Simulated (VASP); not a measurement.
A run of VASP 6.6.1 is set up as follows.

INCAR

```
ALGO = Normal
EDIFF = 1E-6
ENCUT = 500
GGA_COMPAT = F
ISIF = 2
ISMEAR = 0
LASPH = T
LCHARG = T
LELF = T
LREAL = F
LVHAR = T
LWAVE = F
NBANDS = 17
NELM = 120
PREC = Accurate
SIGMA = 0.01
```

The input KPOINTS:

```
k-points
0
Gamma
  6 6 6
```

File POSCAR:

```
SnTe
1.0
    0.0000000000      3.0358642315      3.0358642315
    3.0358642315      0.0000000000      3.0358642315
    3.0358642315      3.0358642315      0.0000000000
Sn Te
1 1
Direct
    0.0000000000      0.0000000000      0.0000000000
    0.5000000000      0.5000000000      0.5000000000
```

Potentials or basis: VASP PAW LDA potentials, release 64 (Sn_d, Te).

Launch:

```sh
$ cat potpaw_LDA.64/Sn_d/POTCAR potpaw_LDA.64/Te/POTCAR > POTCAR
$ mpirun -np 1 vasp_std > vasp.out
```

Question: What does it give for the pressure?

Answer: 5.0 GPa.

Question: Predict the band gap on the k mesh.

Answer: 0.26 eV, direct.

Caveat: spin-orbit coupling is left out, which moves the levels of the heavy elements. A k mesh can miss the band edges.
